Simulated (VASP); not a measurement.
# Si2Mo (I4/mmm) in VASP: notebook, part 2 of 2

VASP 6.6.1. The steps go on from the part before.

## (3) Single point, r2SCAN (biaxial strain in the a-b plane: -1.5 %)

Input file POSCAR:

```
Si2Mo
1.0
    3.1537232002      0.0000000000      0.0000000000
    0.0000000000      3.1537232002      0.0000000000
    0.0000000000      0.0000000000      7.8890358980
Si Mo
4 2
Direct
    0.0000000000      0.0000000000      0.3352877732
    0.5000000000      0.5000000000      0.1647122268
    0.5000000000      0.5000000000      0.8352877732
    0.0000000000      0.0000000000      0.6647122268
    0.0000000000      0.0000000000      0.0000000000
    0.5000000000      0.5000000000      0.5000000000
```

Input file INCAR.step1:

```
PREC = Accurate
ENCUT = 550
ISMEAR = 0
SIGMA = 0.1
LREAL = False
LASPH = True
NELM = 120
NBANDS = 31
GGA = PE
ALGO = Normal
EDIFF = 1E-5
LWAVE = True
LCHARG = False
GGA_COMPAT = False
```

Input file INCAR.step2:

```
PREC = Accurate
ENCUT = 550
EDIFF = 1E-6
ISMEAR = 0
SIGMA = 0.1
LREAL = False
LASPH = True
NELM = 120
ALGO = Normal
ISIF = 2
LWAVE = False
LCHARG = True
METAGGA = R2SCAN
LMIXTAU = True
LELF = True
LVHAR = True
NBANDS = 31
ISTART = 1
GGA_COMPAT = False
```

Input file KPOINTS:

```
regular mesh
0
Gamma
  12 12 6
```

Potentials or basis: VASP PAW PBE potentials, release 64 (Si, Mo_sv).

Run with:

```
> cat potpaw_PBE.64/Si/POTCAR potpaw_PBE.64/Mo_sv/POTCAR > POTCAR
> cp INCAR.step1 INCAR
> mpirun -np 1 vasp_std > vasp.out
> cp INCAR.step2 INCAR
> mpirun -np 1 vasp_std > vasp.out
```

OUTCAR:

```text
PREC = Accurate
   ENCUT = 550
   EDIFF = 1E-6
   ISMEAR = 0
   LREAL = False
   LASPH = True
   NELM = 120
   ISIF = 2
   METAGGA = R2SCAN
   ISTART = 1

 ion  position               nearest neighbor table
   1  0.000  0.000  0.335-   6 2.58   6 2.58   6 2.58   6 2.58   4 2.60   2 2.60   2 2.60   2 2.60
                             2 2.60   5 2.65
   2  0.500  0.500  0.165-   5 2.58   5 2.58   5 2.58   5 2.58   3 2.60   1 2.60   1 2.60   1 2.60
                             1 2.60   6 2.65
   3  0.500  0.500  0.835-   5 2.58   5 2.58   5 2.58   5 2.58   2 2.60   4 2.60   4 2.60   4 2.60
                             4 2.60   6 2.65
   4  0.000  0.000  0.665-   6 2.58   6 2.58   6 2.58   6 2.58   1 2.60   3 2.60   3 2.60   3 2.60
[... 1045 lines left out ...]
  Total        3.9549106      3.9549106     -0.7035760      0.0000000      0.0000000     -0.0000000
  in kB       80.7562557     80.7562557    -14.3664856      0.0000000      0.0000000     -0.0000000
  external PRESSURE =      49.0486753 kB  Pullay stress =       0.0000000 kB

 VOLUME and BASIS-vectors are now :
 -----------------------------------------------------------------------------
  energy-cutoff  :      550.00
  volume of cell :       78.46
      direct lattice vectors                 reciprocal lattice vectors
     3.153723200  0.000000000  0.000000000     0.317085532  0.000000000  0.000000000
     0.000000000  3.153723200  0.000000000     0.000000000  0.317085532  0.000000000
     0.000000000  0.000000000  7.889035898     0.000000000  0.000000000  0.126758201

 POSITION                                       TOTAL-FORCE (eV/Angst)
 -----------------------------------------------------------------------------------
      0.00000      0.00000      2.64510        -0.000000     -0.000000     -0.029741
      1.57686      1.57686      1.29942         0.000000     -0.000000      0.029741
      1.57686      1.57686      6.58962         0.000000      0.000000     -0.029741
      0.00000      0.00000      5.24394         0.000000      0.000000      0.029741
      0.00000      0.00000      0.00000         0.000000      0.000000      0.000000
      1.57686      1.57686      3.94452        -0.000000     -0.000000      0.000000
 -----------------------------------------------------------------------------------
    total drift:                                0.000000      0.000000     -0.000000

  FREE ENERGIE OF THE ION-ELECTRON SYSTEM (eV)
  ---------------------------------------------------
  free  energy   TOTEN  =       -89.9664389440 eV

  energy  without entropy=      -89.9637764657  energy(sigma->0) =      -89.96510770
```

OUTCAR.step1:

```text
PREC = Accurate
   ENCUT = 550
   ISMEAR = 0
   LREAL = False
   LASPH = True
[... 1074 lines left out ...]
      1.57686      1.57686      6.58962        -0.000000      0.000000     -0.093781
      0.00000      0.00000      5.24394        -0.000000     -0.000000      0.093781
      0.00000      0.00000      0.00000         0.000000      0.000000     -0.000000
      1.57686      1.57686      3.94452        -0.000000     -0.000000     -0.000000
 -----------------------------------------------------------------------------------
    total drift:                                0.000000      0.000000     -0.000000

  FREE ENERGIE OF THE ION-ELECTRON SYSTEM (eV)
  ---------------------------------------------------
  free  energy   TOTEN  =       -46.4170252781 eV

  energy  without entropy=      -46.4135989711  energy(sigma->0) =      -46.41531212
```

Wall time 24 min (1 thread of Oxide Virtual Turin-like, shared host); peak memory 0.31 GiB.

What came out:

```
Free energy            : -89.9664 eV
Pressure               : 4.9 GPa
Largest force          : 0.030 eV/Å
Band gap on the k mesh : zero (bands 22 and 23 overlap by 0.89 eV)
```

Forces in eV/Å, atoms in the order of the input:
```
Si   0.000  0.000 -0.030
Si   0.000  0.000  0.030
Si   0.000  0.000 -0.030
Si   0.000  0.000  0.030
Mo   0.000  0.000  0.000
Mo   0.000  0.000  0.000
```

Levels at points of the mesh, in eV from the Fermi level:
```csv
k point,band 18,band 19,band 20,band 21,band 22,band 23,band 24,band 25,band 26,band 27
"(0.00, 0.00, 0.00)",-2.42,-0.74,-0.74,-0.48,-0.48,0.40,0.53,3.22,3.67,3.83
"(0.50, 0.00, 0.00)",-2.94,-2.78,-2.78,-0.78,-0.78,2.01,2.01,3.50,3.50,3.99
"(0.50, 0.50, 0.00)",-4.85,-3.59,-3.59,-1.45,-1.45,2.70,2.70,3.01,3.01,3.18
"(0.00, 0.00, 0.50)",-2.26,-2.26,-2.26,0.46,0.46,1.79,1.79,1.79,1.79,2.36
"(0.50, 0.00, 0.50)",-2.89,-2.82,-2.82,-0.61,-0.61,2.60,2.60,3.37,3.37,4.17
"(0.50, 0.50, 0.50)",-3.07,-2.46,-2.46,-2.46,-2.46,0.35,0.35,2.70,2.70,4.08
```

Caveat: the cell differs from its parent crystal (biaxial strain in the a-b plane: -1.5 %); the stress differs along the axes, from -1 to 8 GPa; the PAW data sets were made with another functional, which shifts forces and pressure a little.

## (4) Single point, r2SCAN (14.16 Å³/atom)

Input file POSCAR:

```
Si2Mo
1.0
   -1.6346524402      1.6346524402      3.9744082456
    1.6346524402     -1.6346524402      3.9744082456
    1.6346524402      1.6346524402     -3.9744082456
Si Mo
2 1
Direct
    0.3363518419      0.3363518419      0.0000000000
    0.6636481581      0.6636481581      0.0000000000
    0.0000000000      0.0000000000      0.0000000000
```

Input file INCAR.step1:

```
SYSTEM = Si2Mo
PREC = Accurate
ENCUT = 520
ISMEAR = 0
SIGMA = 0.1
LREAL = .False.
LASPH = .True.
NELM = 60
NBANDS = 18
GGA = PE
ALGO = Normal
EDIFF = 1E-4
LWAVE = .True.
LCHARG = .False.
```

Input file INCAR.step2:

```
SYSTEM = Si2Mo
PREC = Accurate
ENCUT = 520
EDIFF = 1E-6
ISMEAR = 0
SIGMA = 0.1
LREAL = .False.
LASPH = .True.
NELM = 60
ALGO = Normal
ISIF = 2
LWAVE = .False.
LCHARG = .False.
METAGGA = R2SCAN
LMIXTAU = .True.
NBANDS = 18
ISTART = 1
```

Input file KPOINTS:

```
regular mesh
0
Gamma
  18 18 18
  0 0 0
```

Potentials or basis: VASP PAW PBE potentials, release 64 (Si, Mo_sv).

Run with:

```
> cat potpaw_PBE.64/Si/POTCAR potpaw_PBE.64/Mo_sv/POTCAR > POTCAR
> cp INCAR.step1 INCAR
> mpirun -np 1 vasp_std > vasp.out
> cp INCAR.step2 INCAR
> mpirun -np 1 vasp_std > vasp.out
```

OUTCAR:

```text
SYSTEM = Si2Mo
   PREC = Accurate
   ENCUT = 520
   EDIFF = 1E-6
   ISMEAR = 0
   LREAL = .False.
   LASPH = .True.
   NELM = 60
   ISIF = 2
   METAGGA = R2SCAN
   ISTART = 1

 ion  position               nearest neighbor table
   1  0.336  0.336  0.000-   2 2.60   3 2.65   3 2.65   3 2.65   3 2.65   3 2.67   2 2.69   2 2.69
                             2 2.69   2 2.69
   2  0.664  0.664  0.000-   1 2.60   3 2.65   3 2.65   3 2.65   3 2.65   3 2.67   1 2.69   1 2.69
                             1 2.69   1 2.69
   3  0.000  0.000  0.000-   2 2.65   2 2.65   2 2.65   1 2.65   1 2.65   1 2.65   2 2.65   1 2.65
                             1 2.67   2 2.67
[... 705 lines left out ...]
  --------------------------------------------------------------------------------------
  -------------------------------------------------------------------------------------
  Total       -2.8638341     -2.8638341     -2.8770564      0.0000000     -0.0000000      0.0000000
  in kB     -108.0127737   -108.0127737   -108.5114668      0.0000000     -0.0000000      0.0000000
  external PRESSURE =    -108.1790048 kB  Pullay stress =       0.0000000 kB

 VOLUME and BASIS-vectors are now :
 -----------------------------------------------------------------------------
  energy-cutoff  :      520.00
  volume of cell :       42.48
      direct lattice vectors                 reciprocal lattice vectors
    -1.634652440  1.634652440  3.974408246     0.000000000  0.305875419  0.125804892
     1.634652440 -1.634652440  3.974408246     0.305875419  0.000000000  0.125804892
     1.634652440  1.634652440 -3.974408246     0.305875419  0.305875419  0.000000000

 POSITION                                       TOTAL-FORCE (eV/Angst)
 -----------------------------------------------------------------------------------
      0.00000      0.00000      2.67360        -0.000000     -0.000000     -0.005884
      0.00000      0.00000      5.27522         0.000000      0.000000      0.005884
      0.00000      0.00000      0.00000         0.000000      0.000000     -0.000000
 -----------------------------------------------------------------------------------
    total drift:                                0.000000     -0.000000     -0.000000

  FREE ENERGIE OF THE ION-ELECTRON SYSTEM (eV)
  ---------------------------------------------------
  free  energy   TOTEN  =       -44.9343728992 eV

  energy  without entropy=      -44.9332695031  energy(sigma->0) =      -44.93382120
```

OSZICAR.step1:

```text
N       E                     dE             d eps       ncg     rms          rms(c)
DAV:   1     0.119879063986E+03    0.11988E+03   -0.11171E+04 17288   0.115E+03
DAV:   2    -0.210026991998E+02   -0.14088E+03   -0.13812E+03 20776   0.295E+02
DAV:   3    -0.241537386433E+02   -0.31510E+01   -0.31133E+01 21402   0.391E+01
DAV:   4    -0.241729428715E+02   -0.19204E-01   -0.19147E-01 20454   0.330E+00
DAV:   5    -0.241730752358E+02   -0.13236E-03   -0.13236E-03 20264   0.290E-01    0.190E+01
DAV:   6    -0.234121517151E+02    0.76092E+00   -0.66707E+00 18142   0.161E+01    0.403E+00
DAV:   7    -0.232559343284E+02    0.15622E+00   -0.11054E+00 17952   0.614E+00    0.391E+00
DAV:   8    -0.232201392224E+02    0.35795E-01   -0.10847E-01 18772   0.238E+00    0.457E-01
DAV:   9    -0.232193479565E+02    0.79127E-03   -0.24188E-03 21062   0.378E-01    0.265E-01
DAV:  10    -0.232193166651E+02    0.31291E-04   -0.65754E-04 18998   0.213E-01
   1 F= -.23219317E+02 E0= -.23218714E+02  d E =-.120622E-02
```

Run time: 34 min. Hardware: 1 thread of Oxide Virtual Turin-like, shared host; peak memory 0.44 GiB.

Results:

| Quantity | Value |
| --- | --- |
| Free energy | -44.9344 eV |
| Pressure | -10.8 GPa |
| Largest force | 0.006 eV/Å |
| Band gap on the k mesh | zero (bands 11 and 12 overlap by 0.94 eV) |

Forces on the atoms (eV/Å):
```
Si   0.000  0.000 -0.006
Si   0.000  0.000  0.006
Mo   0.000  0.000  0.000
```

Levels at points of the mesh, in eV from the Fermi level:
```csv
k point,band 9,band 10,band 11,band 12,band 13,band 14
"(0.00, 0.00, 0.00)",-2.63,-2.63,0.29,3.12,3.41,3.41
"(0.50, 0.00, 0.00)",-2.65,-2.43,-0.48,2.31,3.18,4.02
"(0.50, 0.50, 0.00)",-4.46,-2.98,-1.43,2.37,2.76,3.29
"(0.50, 0.50, 0.50)",-0.57,-0.57,-0.56,-0.56,0.42,5.01
```

Caveat: the cell stands under tension; the PAW data sets were made with another functional, which shifts forces and pressure a little.

## (5) Summary

| cell | k mesh | cutoff (eV) | gap on the mesh (eV) | pressure (GPa) | largest force (eV/Å) |
| --- | --- | --- | --- | --- | --- |
| a = 3.154, b = 3.154, c = 7.862 Å, 6 atoms, atomic positions A | 12 × 12 × 6 | 550 | none | 5.8 | 0.02 |
| a = 3.154, b = 3.154, c = 7.889 Å, 6 atoms, atomic positions B | 12 × 12 × 6 | 550 | none | 4.9 | 0.03 |
| a = 4.598 Å, angles 138.3, 138.3, 60.4°, 3 atoms, atomic positions C | 18 × 18 × 18 | 520 | none | -10.8 | 0.01 |

Alike in all rows: task single point; level r2SCAN; potentials or basis VASP PAW PBE potentials, release 64 (Si, Mo_sv); no spin polarisation; smearing gaussian 0.1 eV.

Caveats: the PAW data sets were made with another functional, which shifts forces and pressure a little; the stress differs along the axes, from 0 to 8 GPa (at least some runs); the stress differs along the axes, from -1 to 8 GPa (at least some runs); the cell stands under tension (at least some runs).

Total energies depend on the potentials used, so only differences within one code and one set of settings carry meaning.
